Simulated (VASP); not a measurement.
# TiO (P-6m2) in VASP: further runs, part 2 of 2

VASP 6.6.1. Earlier steps stand in the parts before.

## (4) Single point, r2SCAN

Input file POSCAR:

```
TiO
1.0
    3.0309987015      0.0000000000      0.0000000000
   -1.5154993507      2.6249218743      0.0000000000
    0.0000000000      0.0000000000      3.2377000000
Ti O
1 1
Direct
    0.6666666667      0.3333333333      0.0000000000
    0.0000000000      0.0000000000      0.5000000000
```

Input file INCAR.step1:

```
SYSTEM = TiO
ALGO = Normal
EDIFF = 1E-4
ENCUT = 520
GGA = PE
ISMEAR = 0
LASPH = .True.
LCHARG = .False.
LREAL = .False.
LWAVE = .True.
NBANDS = 16
NELM = 100
PREC = Accurate
SIGMA = 0.01
```

Input file INCAR.step2:

```
SYSTEM = TiO
ALGO = Normal
EDIFF = 1E-6
ENCUT = 520
ISIF = 2
ISMEAR = 0
ISTART = 1
LASPH = .True.
LCHARG = .False.
LMIXTAU = .True.
LREAL = .False.
LWAVE = .False.
METAGGA = R2SCAN
NBANDS = 16
NELM = 100
PREC = Accurate
SIGMA = 0.01
```

Input file KPOINTS:

```
k-points
0
Gamma
  12 12 8
  0 0 0
```

Potentials or basis: VASP PAW PBE potentials, release 64 (Ti_sv, O).

On the command line:

```
cat potpaw_PBE.64/Ti_sv/POTCAR potpaw_PBE.64/O/POTCAR > POTCAR
cp INCAR.step1 INCAR
mpirun -np 1 vasp_std > vasp.out
cp INCAR.step2 INCAR
mpirun -np 1 vasp_std > vasp.out
```

OUTCAR:

```text
SYSTEM = TiO
   EDIFF = 1E-6
   ENCUT = 520
   ISIF = 2
   ISMEAR = 0
   ISTART = 1
   LASPH = .True.
   LREAL = .False.
   METAGGA = R2SCAN
   NELM = 100
   PREC = Accurate

 ion  position               nearest neighbor table
   1  0.667  0.333  0.000-   2 2.38   2 2.38   2 2.38   2 2.38   2 2.38   2 2.38
   2  0.000  0.000  0.500-   1 2.38   1 2.38   1 2.38   1 2.38   1 2.38   1 2.38

  LATTYP: Found a hexagonal cell.
 ALAT       =     3.0309987015
 C/A-ratio  =     1.0681957727

  Lattice vectors:

 A1 = (   3.0309987015,   0.0000000000,   0.0000000000)
[... 628 lines left out ...]
      5     -12.7302      2.00000
      6       1.1879      2.00000
[... 8 lines left out ...]
     15      18.5831      0.00000
     16      20.5416      0.00000

 [... further k-points ...]
[... 5 lines left out ...]
  --------------------------------------------------------------------------------------
  -------------------------------------------------------------------------------------
  Total       -5.1712394     -5.1712394     -8.5599680     -0.0000000     -0.0000000      0.0000000
  in kB     -321.6373628   -321.6373628   -532.4072805     -0.0000000     -0.0000000      0.0000000
  external PRESSURE =    -391.8940020 kB  Pullay stress =       0.0000000 kB

 VOLUME and BASIS-vectors are now :
 -----------------------------------------------------------------------------
  energy-cutoff  :      520.00
  volume of cell :       25.76
      direct lattice vectors                 reciprocal lattice vectors
     3.030998702  0.000000000  0.000000000     0.329924259  0.190481860  0.000000000
    -1.515499351  2.624921874  0.000000000     0.000000000  0.380963719  0.000000000
     0.000000000  0.000000000  3.237700000     0.000000000  0.000000000  0.308861229

 POSITION                                       TOTAL-FORCE (eV/Angst)
 -----------------------------------------------------------------------------------
      1.51550      0.87497      0.00000        -0.000000      0.000000      0.000000
      0.00000      0.00000      1.61885         0.000000      0.000000      0.000000
 -----------------------------------------------------------------------------------
    total drift:                               -0.000001      0.000000      0.000000

  FREE ENERGIE OF THE ION-ELECTRON SYSTEM (eV)
  ---------------------------------------------------
  free  energy   TOTEN  =       -23.2921288516 eV

  energy  without entropy=      -23.2921288516  energy(sigma->0) =      -23.29212885
```

OUTCAR.step1:

```text
SYSTEM = TiO
   EDIFF = 1E-4
   ENCUT = 520
   GGA = PE
   ISMEAR = 0
   LASPH = .True.
   LREAL = .False.
[... 678 lines left out ...]
      1.51550      0.87497      0.00000         0.000000     -0.000000      0.000000
      0.00000      0.00000      1.61885        -0.000000      0.000000      0.000000
 -----------------------------------------------------------------------------------
    total drift:                               -0.000001      0.000000      0.000000

  FREE ENERGIE OF THE ION-ELECTRON SYSTEM (eV)
  ---------------------------------------------------
  free  energy   TOTEN  =       -16.8006336548 eV

  energy  without entropy=      -16.8006336131  energy(sigma->0) =      -16.80063363
```

It took 2.7 min on 1 thread of Intel Xeon 8259CL, shared host; peak memory 0.17 GiB.

Results:

```
Free energy            : -23.2921 eV
Pressure               : -39.2 GPa
Band gap on the k mesh : 0.17 eV
```

Caveat: the cell stands under tension; the PAW data sets were made with another functional, which shifts forces and pressure a little.

## (5) Single point, r2SCAN

POSCAR is that of step 4.

Input file INCAR.step1:

```
  PREC = Accurate
  ENCUT = 520
  ISMEAR = 0
  SIGMA = 0.01
  LREAL = False
  LASPH = True
  NELM = 80
  NBANDS = 16
  ISYM = 0
  GGA = PE
  ALGO = Normal
  EDIFF = 1E-4
  LWAVE = True
  LCHARG = False
```

Input file INCAR.step2:

```
  PREC = Accurate
  ENCUT = 520
  EDIFF = 1E-7
  ISMEAR = 0
  SIGMA = 0.01
  LREAL = False
  LASPH = True
  NELM = 80
  ALGO = Normal
  ISIF = 2
  LWAVE = False
  LCHARG = False
  METAGGA = R2SCAN
  LMIXTAU = True
  NBANDS = 16
  ISYM = 0
  ISTART = 1
```

Input file KPOINTS:

```
Automatic mesh
0
Gamma
  6 6 6
  0.5 0.5 0.5
```

On the command line:

```
cat potpaw_PBE.64/Ti_sv/POTCAR potpaw_PBE.64/O/POTCAR > POTCAR
cp INCAR.step1 INCAR
mpirun -np 1 vasp_std > vasp.out
cp INCAR.step2 INCAR
mpirun -np 1 vasp_std > vasp.out
```

Run time: 7.1 min. Hardware: 1 thread of Intel Xeon 8259CL, shared host; peak memory 0.25 GiB.

The run converged. Its results:

| Item | Value |
| --- | --- |
| Free energy | -23.2915 eV |
| Pressure | -39.2 GPa |
| Band gap on the k mesh | 0.65 eV |

Stress tensor (GPa, compression positive):
```
-32.12   0.00   0.00
  0.00 -32.12   0.00
  0.00   0.00 -53.34
```

Levels at points of the mesh, in eV from the valence-band top:
| k point | band 7 | band 8 | band 9 | band 10 | band 11 | band 12 |
| --- | --- | --- | --- | --- | --- | --- |
| (0.08, 0.08, 0.08) | -4.36 | -3.67 | -1.48 | 1.08 | 1.48 | 1.97 |

Caveat: the cell stands under tension; the PAW data sets were made with another functional, which shifts forces and pressure a little; a shifted mesh leaves out Γ, where band edges can lie. A k mesh can miss the band edges.

## (6) Overview

| k mesh | gap on the mesh (eV) | pressure (GPa) |
| --- | --- | --- |
| 6 × 6 × 4 | 0.17 | -39.2 |
| 6 × 6 × 6 | 0.17 | -39.2 |
| 12 × 12 × 8 | 0.17 | -39.2 |
| 6 × 6 × 6, shifted | 0.65 | -39.2 |

Alike in all rows: task single point; level r2SCAN; potentials or basis VASP PAW PBE potentials, release 64 (Ti_sv, O); no spin polarisation; cell as given; cutoff (eV) 520; smearing gaussian 0.01 eV.

Caveats: some runs use coarse meshes; the PAW data sets were made with another functional, which shifts forces and pressure a little; the cell stands under tension (at least some runs); a shifted mesh leaves out Γ, where band edges can lie (at least some runs).

Absolute energies hang on the potentials; compare differences alone.
